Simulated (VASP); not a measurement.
A run of VASP 6.6.1:

Contents of POSCAR:

```
PbF2
1.0
    0.0000000000      2.9606022773      2.9606022773
    2.9606022773      0.0000000000      2.9606022773
    2.9606022773      2.9606022773      0.0000000000
Pb F
1 2
Direct
    0.0000000000      0.0000000000      0.0000000000
    0.7500000000      0.7500000000      0.7500000000
    0.2500000000      0.2500000000      0.2500000000
```

Contents of INCAR.step1:

```
PREC = Accurate
ENCUT = 660
ISMEAR = -1
SIGMA = 0.05
LREAL = F
LASPH = T
NELM = 120
NBANDS = 21
GGA = PE
ALGO = Normal
EDIFF = 1E-5
LWAVE = T
LCHARG = F
GGA_COMPAT = F
```

Contents of INCAR.step2:

```
PREC = Accurate
ENCUT = 660
EDIFF = 1E-6
ISMEAR = -1
SIGMA = 0.05
LREAL = F
LASPH = T
NELM = 120
ALGO = Normal
ISIF = 2
LWAVE = F
LCHARG = T
METAGGA = R2SCAN
LMIXTAU = T
LELF = T
LVHAR = T
NBANDS = 21
ISTART = 1
GGA_COMPAT = F
```

The input KPOINTS:

```
Automatic mesh
0
Gamma
  8 8 8
```

Potentials or basis: VASP PAW PBE potentials, release 64 (Pb_d, F).

Run with:

```sh
$ cat potpaw_PBE.64/Pb_d/POTCAR potpaw_PBE.64/F/POTCAR > POTCAR
$ cp INCAR.step1 INCAR
$ mpirun -np 1 vasp_std > vasp.out
$ cp INCAR.step2 INCAR
$ mpirun -np 1 vasp_std > vasp.out
```

Hardware: 1 thread of Intel(R) Xeon(R) Platinum 8375C CPU @ 2.90GHz (Ice Lake) (shared host).

Question: Estimate the wall time of this run.

Answer: Run time: 110 s on 1 thread of Intel(R) Xeon(R) Platinum 8375C CPU @ 2.90GHz (Ice Lake), on a shared host, peak memory 0.23 GiB. Counts: k points 29.
